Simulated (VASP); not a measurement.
Wanted: the native input for a VASP 6.6.1 run.

| Quantity | Value |
| --- | --- |
| Task | relaxation of cell and atoms |
| Functional | PBEsol |
| Potentials or basis | VASP PAW PBE potentials, release 64 (Sn_d, O) |
| Cutoff | 600 eV |
| k mesh | 12 × 12 × 10 |
| Occupations | gaussian, width 0.1 eV |
| Spin | no spin polarisation |
| Dipole correction | no |
| Further INCAR settings | ALGO = Normal; EDIFF = 1e-06; IBRION = 2; EDIFFG = -0.005; NSW = 100; ISIF = 3 |

The structure of SnO lies in POSCAR:

```
SnO
1.0
    3.7986000000      0.0000000000      0.0000000000
    0.0000000000      3.7986000000      0.0000000000
    0.0000000000      0.0000000000      4.8408000000
Sn O
2 2
Direct
    0.5000000000      0.0000000000      0.2369000000
    0.0000000000      0.5000000000      0.7631000000
    0.0000000000      0.0000000000      0.0000000000
    0.5000000000      0.5000000000      0.0000000000
```

These files were run (other wordings do the same):

INCAR

```
SYSTEM = SnO
ALGO = Normal
EDIFF = 1E-6
EDIFFG = -0.005
ENCUT = 600
GGA = PS
IBRION = 2
ISIF = 3
ISMEAR = 0
LASPH = .True.
LCHARG = .False.
LREAL = .False.
LWAVE = .False.
NELM = 80
NSW = 100
PREC = Accurate
SIGMA = 0.1
```

KPOINTS

```
k-points
0
Gamma
  12 12 10
  0 0 0
```

Potentials or basis: VASP PAW PBE potentials, release 64 (Sn_d, O).

Run with:

```sh
$ cat potpaw_PBE.64/Sn_d/POTCAR potpaw_PBE.64/O/POTCAR > POTCAR
$ mpirun -np 1 vasp_std > vasp.out
```

It gave:

- Relaxed volume: 17.13 Å³/atom
- Relaxed cell: a = 3.806 Å, b = 3.806 Å, c = 4.730 Å, α = 90.00°, β = 90.00°, γ = 90.00°
- Space group after relaxing (to 0.1 Å): P4/nmm (No. 129)
- Energy gained by relaxing: 2.1 meV/atom
- Ionic steps: 12
- Pressure after relaxing: 0.0 GPa
- Largest force after relaxing: 0.003 eV/Å
- Band gap on the k mesh: zero (bands 20 and 21 overlap by 0.15 eV)

Caveat: semilocal functionals underestimate gaps, so a narrow gap can read as zero; the PAW data sets were made with another functional, which shifts forces and pressure a little; spin-orbit coupling is left out, which moves the levels of the heavy elements.

Run time: 14 min on 1 thread of Intel(R) Xeon(R) 6975P-C (Granite Rapids) (shared host), peak memory 0.41 GiB.
